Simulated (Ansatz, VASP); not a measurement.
Two plane-wave programs on Fe

INCAR

```
PREC = Accurate
ENCUT = 690
EDIFF = 1E-6
ISMEAR = -1
SIGMA = 0.1
LREAL = F
LASPH = T
NELM = 120
ALGO = Normal
ISIF = 2
LWAVE = F
LCHARG = F
NBANDS = 23
GGA_COMPAT = F
```

File KPOINTS:

```
Automatic mesh
0
Gamma
  17 17 9
```

POSCAR

```
Fe
1.0
    2.3755641191      0.0000000000      0.0000000000
   -1.1877820596      2.0572988754      0.0000000000
    0.0000000000      0.0000000000      3.7542975085
Fe
2
Direct
    0.3333333333      0.6666666667      0.2500000000
    0.6666666667      0.3333333333      0.7500000000
```

Input for Ansatz:

```yaml
crystal:
  lattice:
    - [2.3755641191, 0.0, 0.0]
    - [-1.1877820596, 2.0572988754, 0.0]
    - [0.0, 0.0, 3.7542975085]
  atoms:
    - { symbol: Fe, position: [0.3333333333, 0.6666666667, 0.25] }
    - { symbol: Fe, position: [0.6666666667, 0.3333333333, 0.75] }
hamiltonian:
  xc: lda
  pseudopotentials:
    kind: paw
    azcp:
      Fe: "pseudopotentials/Fe.paw.azcp"
basis:
  ecutwfc: 420
  fft_grid_basis: typed
kpoints:
  mp_grid: { grid: [17, 17, 9], shift: [0, 0, 0] }
magnetization:
  spin_polarized: false
scf:
  occupations: { method: fermi_dirac, width: 0.1 }
  lower_state_search: "off"
output:
  stress: true
```

Alike in both runs: task single point; functional LDA; k mesh 17 × 17 × 9; occupations fermi-dirac, width 0.1 eV; no spin polarisation.

|  | VASP | Ansatz |
| --- | --- | --- |
| version | VASP 6.6.1 | Ansatz 0.2.0 |
| potentials or method | VASP PAW LDA potentials, release 64 (Fe_sv), cutoff 690 eV | plane waves (420 eV) with PAW, scalar-relativistic |
| valence electrons in the cell | 32 | 32 |

```tsv
	VASP	Ansatz	Ansatz less VASP
pressure (GPa)	14.1	15.6	+1.48
traceless stress, the component that is largest in VASP (GPa)	0.56	0.58	+0.023
```

Ansatz warns that its potentials were made for another functional, while VASP's fit it. LDA's correlation is that of Perdew and Zunger in VASP and of Perdew and Wang (1992) in Ansatz.
